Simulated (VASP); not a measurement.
# ZrC (P4/nmm) in VASP: a series of runs

Runs on ZrC. Level: PBE. Tasks: single point.

Program: VASP 6.6.1. These are calculated values, not measurements. Logs are shortened: lines on timing, memory, paths and dates and some standing lists are left out, and cuts for length are marked.

## Step 1: The cell of the first run

It takes space group P4/nmm (No. 129, tetragonal). The conventional cell has a = 4.276 Å, b = 4.276 Å, c = 3.278 Å, α = 90.00°, β = 90.00°, γ = 90.00°. Within 3.0 Å of Zr (site symmetry 4mm) lie 4 C at 2.24 Å. Within 3.1 Å of C (site symmetry -4m2) lie 4 Zr at 2.24 Å and 4 C at 3.02 Å.

## Step 2: Single point, PBE (14.99 Å³/atom)

INCAR

```
ALGO = Normal
EDIFF = 1E-6
ENCUT = 520
GGA = PE
ISIF = 2
ISMEAR = 0
LASPH = T
LCHARG = F
LREAL = F
LWAVE = F
NBANDS = 24
NELM = 100
PREC = Accurate
SIGMA = 0.05
```

KPOINTS

```
k-points
0
Gamma
  8 8 12
```

POSCAR

```
ZrC
1.0
    4.2760152369      0.0000000000      0.0000000000
    0.0000000000      4.2760152369      0.0000000000
    0.0000000000      0.0000000000      3.2783311248
Zr C
2 2
Direct
    0.5000000000      0.0000000000      0.2056815852
    0.0000000000      0.5000000000      0.7943184148
    0.0000000000      0.0000000000      0.0000000000
    0.5000000000      0.5000000000      0.0000000000
```

Potentials or basis: VASP PAW PBE potentials, release 64 (Zr_sv, C).

The run is started by

```
$ cat potpaw_PBE.64/Zr_sv/POTCAR potpaw_PBE.64/C/POTCAR > POTCAR
$ mpirun -np 1 vasp_std > vasp.out
```

OUTCAR:

```text
EDIFF = 1E-6
   ENCUT = 520
   GGA = PE
   ISIF = 2
   ISMEAR = 0
   LASPH = T
   LREAL = F
   NELM = 100
   PREC = Accurate

 ion  position               nearest neighbor table
   1  0.500  0.000  0.206-   3 2.24   4 2.24   4 2.24   3 2.24   2 3.31   2 3.31   2 3.31   2 3.31
                             2 3.59   2 3.59   2 3.59   2 3.59
   2  0.000  0.500  0.794-   3 2.24   4 2.24   3 2.24   4 2.24   1 3.31   1 3.31   1 3.31   1 3.31
                             1 3.59   1 3.59   1 3.59   1 3.59
   3  0.000  0.000  0.000-   1 2.24   2 2.24   2 2.24   1 2.24
   4  0.500  0.500  0.000-   1 2.24   2 2.24   1 2.24   2 2.24

  LATTYP: Found a simple tetragonal cell.
 ALAT       =     4.2760152369
 C/A-ratio  =     0.7666790091

  Lattice vectors:

 A1 = (   4.2760152369,   0.0000000000,   0.0000000000)
 A2 = (   0.0000000000,   4.2760152369,   0.0000000000)
 A3 = (   0.0000000000,   0.0000000000,   3.2783311248)

Analysis of symmetry for initial positions (statically):
=====================================================================
 Subroutine PRICEL returns:
 Original cell was already a primitive cell.

 Routine SETGRP: Setting up the symmetry group for a
 simple tetragonal supercell.

 Subroutine GETGRP returns: Found 16 space group operations
 (whereof  8 operations were pure point group operations)
 out of a pool of 16 trial point group operations.

The static configuration has the point symmetry D_2d.
 The point group associated with its full space group is D_4h.

Analysis of symmetry for dynamics (positions and initial velocities):
=====================================================================
 Subroutine PRICEL returns:
 Original cell was already a primitive cell.

 Routine SETGRP: Setting up the symmetry group for a
 simple tetragonal supercell.

 Subroutine GETGRP returns: Found 16 space group operations
 (whereof  8 operations were pure point group operations)
 out of a pool of 16 trial point group operations.

The dynamic configuration has the point symmetry D_2d.
 The point group associated with its full space group is D_4h.

 Subroutine INISYM returns: Found 16 space group operations
 (whereof  8 operations are pure point group operations),
 and found     1 'primitive' translations

----------------------------------------------------------------------------------------

[... 95 lines left out ...]
   NELM   =    100;   NELMIN=  2; NELMDL= -5     # of ELM steps
   EDIFF  = 0.1E-05   stopping-criterion for ELM
   LREAL  =      F    real-space projection
   EDIFFG = 0.1E-04   stopping-criterion for IOM
   NSW    =      0    number of steps for IOM
   IBRION =     -1    ionic relax: 0-MD 1-quasi-New 2-CG
   NFREE  =      0    steps in history (QN), initial steepest desc. (CG)
   ISIF   =      2    stress and relaxation
   ISYM   =      2    0-nonsym 1-usesym 2-fastsym
   POTIM  = 0.5000    time-step for ionic-motion
   TEBEG  =    0.0;   TEEND  =   0.0 temperature during run
   PSTRESS=    0.0 pullay stress
   NELECT =      32.0000    total number of electrons
   NUPDOWN=      -1.0000    fix difference up-down
   EMIN   =  10.00;   EMAX   =-10.00  energy-range for DOS
   EFERMI =   0.00;   METHOD = LEGACY
   ISMEAR =     0;   SIGMA  =   0.05  broadening in eV -4-tet -1-fermi 0-gaus
   EFERMI_NEDOS =   21; number of points for ismear=-14 and -15
   IALGO  =     38    algorithm
   IMIX   =      4    mixing-type and parameters
     AMIX     =   0.40;   BMIX     =  1.00
     AMIX_MAG =   1.60;   BMIX_MAG =  1.00
  volume/ion in A,a.u.               =      14.99       101.13
  Fermi-wavevector in a.u.,A,eV,Ry     =   1.328050  2.509650 23.996820  1.763716
  Thomas-Fermi vector in A             =   2.457316
   LORBIT       =      0    0 simple, 1 ext, 2 COOP (PROOUT), +10 PAW based schemes
   GGA     = PE    functional components
   LHFCALC =     F    Hartree Fock is set to
   AEXX    =    0.0000 exact exchange contribution
   IVDW    =     0    specifies the selected vdW correction
   LEPSILON=     F    determine dielectric tensor
   LRPA    =     F    only Hartree local field effects (RPA)
 non-spin polarized calculation
 Gauss-broadening in eV      SIGMA  =   0.05
  energy-cutoff  :      520.00
  volume of cell :       59.94
 maximum number of plane-waves:      1636
 NGX is ok and might be reduce to    32
   NGX = 15   NGY = 15   NGZ = 13

 number of electron      31.9999999 magnetization

 Free energy of the ion-electron system (eV)
  ---------------------------------------------------
  ext. energy  EPLUGINS =         0.00000000
  ---------------------------------------------------
  free energy    TOTEN  =       -35.98882540 eV

  energy without entropy =      -35.98804300  energy(sigma->0) =      -35.98843420

 E-fermi :   8.5915     XC(G=0): -11.3015

 val. band max:        8.5628395212   @ k =   0.2500   0.1250   0.2500
 cond. band min:       8.6464002849   @ k =   0.1250   0.1250   0.1667
 fundamental gap:      0.0835607637
 Fermi energy:         8.5915032923

 k-point     1 :       0.0000    0.0000    0.0000
  band No.  band energies     occupation
      1     -40.2428      2.00000
      2     -40.1463      2.00000
      3     -18.4877      2.00000
      4     -18.4877      2.00000
      5     -18.2628      2.00000
      6     -18.1002      2.00000
[... 637 lines left out ...]
     23      13.3610      0.00000
     24      13.3610      0.00000

 [... further k-points ...]

------------------------ aborting loop because EDIFF is reached ----------------------------------------

  FORCE on cell =-STRESS in cart. coord.  units (eV):
  Direction    XX          YY          ZZ          XY          YZ          ZX
  --------------------------------------------------------------------------------------
  -------------------------------------------------------------------------------------
  Total       -1.4437807     -1.4437807     -1.4854587      0.0000000      0.0000000      0.0000000
  in kB      -38.5905095    -38.5905095    -39.7045124      0.0000000      0.0000000      0.0000000
  external PRESSURE =     -38.9618438 kB  Pullay stress =       0.0000000 kB

 VOLUME and BASIS-vectors are now :
 -----------------------------------------------------------------------------
  energy-cutoff  :      520.00
  volume of cell :       59.94
      direct lattice vectors                 reciprocal lattice vectors
     4.276015237  0.000000000  0.000000000     0.233862590  0.000000000  0.000000000
     0.000000000  4.276015237  0.000000000     0.000000000  0.233862590  0.000000000
     0.000000000  0.000000000  3.278331125     0.000000000  0.000000000  0.305033251

 POSITION                                       TOTAL-FORCE (eV/Angst)
 -----------------------------------------------------------------------------------
      2.13801      0.00000      0.67429         0.000000      0.000000      0.019494
      0.00000      2.13801      2.60404         0.000000      0.000000     -0.019494
      0.00000      0.00000      0.00000         0.000000      0.000000      0.000000
      2.13801      2.13801      0.00000         0.000000     -0.000000      0.000000
 -----------------------------------------------------------------------------------
    total drift:                                0.000000      0.000000      0.000000

  FREE ENERGIE OF THE ION-ELECTRON SYSTEM (eV)
  ---------------------------------------------------
  free  energy   TOTEN  =       -35.9888253955 eV

  energy  without entropy=      -35.9880430039  energy(sigma->0) =      -35.98843420
```

OSZICAR:

```text
N       E                     dE             d eps       ncg     rms          rms(c)
DAV:   1     0.254090932400E+03    0.25409E+03   -0.16872E+04  5040   0.133E+03
DAV:   2    -0.223944447635E+02   -0.27649E+03   -0.26036E+03  6048   0.366E+02
DAV:   3    -0.435642858190E+02   -0.21170E+02   -0.20892E+02  9288   0.812E+01
DAV:   4    -0.443148836660E+02   -0.75060E+00   -0.75026E+00  6008   0.149E+01
DAV:   5    -0.443446069558E+02   -0.29723E-01   -0.29722E-01  8088   0.212E+00    0.284E+01
DAV:   6    -0.367826870406E+02    0.75619E+01   -0.41618E+01  5864   0.315E+01    0.103E+01
DAV:   7    -0.360346357935E+02    0.74805E+00   -0.41039E+00  6440   0.103E+01    0.820E+00
DAV:   8    -0.359950114717E+02    0.39624E-01   -0.49193E-01  5576   0.458E+00    0.197E+00
DAV:   9    -0.359879960990E+02    0.70154E-02   -0.58857E-02  6640   0.117E+00    0.577E-01
DAV:  10    -0.359889045087E+02   -0.90841E-03   -0.28193E-03  6088   0.485E-01    0.390E-01
DAV:  11    -0.359888285042E+02    0.76004E-04   -0.80072E-04  5744   0.185E-01    0.293E-02
DAV:  12    -0.359888258206E+02    0.26837E-05   -0.24247E-05  6344   0.372E-02    0.543E-03
DAV:  13    -0.359888253955E+02    0.42502E-06   -0.84160E-07  3520   0.711E-03
   1 F= -.35988825E+02 E0= -.35988434E+02  d E =-.782392E-03
```

stdout:

```text
POSCAR found type information on POSCAR ZrC
 POSCAR found :  2 types and       4 ions
 scaLAPACK will be used
 LDA part: xc-table for (Slater+PW92), standard interpolation
 POSCAR, INCAR and KPOINTS ok, starting setup
 FFT: planning ... GRIDC
 FFT: planning ... GRID_SOFT
 FFT: planning ... GRID
 WAVECAR not read
 entering main loop
```

Run time: 2.1 min. Hardware: 1 thread of Intel Xeon 8259CL, shared host; peak memory 0.26 GiB.

Results:

* Free energy: -35.9888 eV
* Pressure: -3.9 GPa
* Largest force: 0.019 eV/Å
* Band gap on the k mesh: zero (bands 16 and 17 overlap by 0.73 eV)

Forces on the atoms (eV/Å):
```
Zr   0.000  0.000  0.019
Zr   0.000  0.000 -0.019
C    0.000  0.000  0.000
C    0.000  0.000  0.000
```

Stress tensor (GPa, compression positive):
```
-3.86  0.00  0.00
 0.00 -3.86  0.00
 0.00  0.00 -3.97
```

Caveat: the cell stands under tension.

## Step 3: Single point, PBE (15.41 Å³/atom)

This run uses another cell than the first one, of 15.41 Å³/atom.

INCAR

```
SYSTEM = ZrC
PREC     = Accurate       ! precision mode
ENCUT    = 520            ! plane-wave cutoff, eV
EDIFF    = 1E-6           ! SCF threshold, eV
ISMEAR   = 0              ! smearing method
SIGMA    = 0.05           ! smearing width, eV
LREAL    = .False.        ! projectors in reciprocal space
LASPH    = .True.         ! aspherical terms in the spheres
NELM     = 100            ! most SCF steps
ALGO     = Normal         ! electronic algorithm
ISIF     = 2              ! what is computed and relaxed
LWAVE    = .False.        ! write WAVECAR
LCHARG   = .False.        ! write CHGCAR
GGA      = PE             ! functional
NBANDS   = 24             ! bands
```

KPOINTS

```
regular mesh
0
Gamma
  8 8 12
  0 0 0
```

POSCAR

```
ZrC
1.0
    4.2864251100      0.0000000000      0.0000000000
    0.0000000000      4.2864251100      0.0000000000
    0.0000000000      0.0000000000      3.3538970832
Zr C
2 2
Direct
    0.5000000000      0.0000000000      0.1972747404
    0.0000000000      0.5000000000      0.8027252596
    0.0000000000      0.0000000000      0.0000000000
    0.5000000000      0.5000000000      0.0000000000
```

Potentials or basis: VASP PAW PBE potentials, release 64 (Zr_sv, C).

The run is started by

```
$ cat potpaw_PBE.64/Zr_sv/POTCAR potpaw_PBE.64/C/POTCAR > POTCAR
$ mpirun -np 1 vasp_std > vasp.out
```

It took 2.7 min on 1 thread of Intel Xeon 8259CL, shared host; peak memory 0.27 GiB.

Results (log left out):

| Property | Result |
| --- | --- |
| Free energy | -35.9407 eV |
| Pressure | -5.0 GPa |
| Largest force | 0.019 eV/Å |
| Band gap on the k mesh | zero (bands 16 and 17 overlap by 0.64 eV) |

Forces on the atoms (eV/Å):
```
Zr   0.000  0.000  0.019
Zr   0.000  0.000 -0.019
C    0.000  0.000  0.000
C    0.000  0.000  0.000
```

Stress tensor (GPa, compression positive):
```
-5.00  0.00  0.00
 0.00 -5.00  0.00
 0.00  0.00 -5.12
```

Levels at points of the mesh, in eV from the Fermi level:
```csv
k point,band 13,band 14,band 15,band 16,band 17,band 18,band 19,band 20
"(0.00, 0.00, 0.00)",-2.44,-0.81,-0.75,-0.71,-0.12,-0.12,2.46,2.46
"(0.50, 0.00, 0.00)",-2.51,-2.51,-1.80,-1.80,1.02,1.02,2.22,2.22
"(0.50, 0.50, 0.00)",-2.55,-2.55,-0.68,-0.68,0.10,0.10,0.80,0.80
"(0.00, 0.00, 0.50)",-3.10,-3.10,-1.70,-1.70,0.47,2.89,2.92,2.92
"(0.50, 0.00, 0.50)",-3.26,-3.26,-2.70,-2.70,2.66,2.66,3.65,3.65
"(0.50, 0.50, 0.50)",-3.74,-3.74,-2.22,-2.22,1.30,1.30,3.13,3.13
```

Caveat: the cell stands under tension.

## Step 4: Single point, PBE

This run uses another cell than the first one, of 14.01 Å³/atom.

INCAR

```
  PREC = Accurate
  ENCUT = 520
  EDIFF = 1E-6
  ISMEAR = 0
  SIGMA = 0.05
  LREAL = False
  LASPH = True
  NELM = 100
  ALGO = Normal
  ISIF = 2
  LWAVE = False
  LCHARG = False
  GGA = PE
  NBANDS = 24
```

KPOINTS

```
Automatic mesh
0
Gamma
  8 8 12
  0.5 0.5 0.5
```

POSCAR

```
ZrC
1.0
    4.2425692316      0.0000000000      0.0000000000
    0.0000000000      4.2425692316      0.0000000000
    0.0000000000      0.0000000000      3.1123587551
Zr C
2 2
Direct
    0.5000000000      0.0000000000      0.2282707802
    0.0000000000      0.5000000000      0.7717292198
    0.0000000000      0.0000000000      0.0000000000
    0.5000000000      0.5000000000      0.0000000000
```

The run is started by

```
$ cat potpaw_PBE.64/Zr_sv/POTCAR potpaw_PBE.64/C/POTCAR > POTCAR
$ mpirun -np 1 vasp_std > vasp.out
```

It took 94 s on 1 thread of Intel Xeon 8259CL, shared host; peak memory 0.21 GiB.

It converged, with:

| Quantity | Value |
| --- | --- |
| Free energy | -36.0430 eV |
| Pressure | 0.3 GPa |
| Largest force | 0.076 eV/Å |
| Band gap on the k mesh | zero (bands 16 and 17 overlap by 0.74 eV) |

Forces on the atoms (eV/Å):
```
Zr   0.000  0.000 -0.076
Zr   0.000  0.000  0.076
C    0.000  0.000  0.000
C    0.000  0.000  0.000
```

Stress tensor (GPa, compression positive):
```
 0.59  0.00  0.00
 0.00  0.59  0.00
 0.00  0.00 -0.35
```

Levels at points of the mesh, in eV from the Fermi level:
```csv
k point,band 12,band 13,band 14,band 15,band 16,band 17,band 18,band 19,band 20,band 21
"(0.06, 0.06, 0.04)",-2.58,-2.47,-1.28,-0.81,-0.50,0.31,0.38,2.57,2.67,3.43
```

## Step 5: Summary

| cell | k mesh | gap on the mesh (eV) | pressure (GPa) | largest force (eV/Å) |
| --- | --- | --- | --- | --- |
| a = 4.276, b = 4.276, c = 3.278 Å, 4 atoms, atomic positions A | 8 × 8 × 12 | none | -3.9 | 0.02 |
| a = 4.286, b = 4.286, c = 3.354 Å, 4 atoms, atomic positions B | 8 × 8 × 12 | none | -5.0 | 0.02 |
| a = 4.243, b = 4.243, c = 3.112 Å, 4 atoms, atomic positions C | 8 × 8 × 12, shifted | none | 0.3 | 0.08 |

Alike in all rows: task single point; level PBE; potentials or basis VASP PAW PBE potentials, release 64 (Zr_sv, C); no spin polarisation; cutoff (eV) 520; smearing gaussian 0.05 eV.

Caveats: the cell stands under tension (at least some runs).

Total energies depend on the potentials used, so only differences within one code and one set of settings carry meaning.
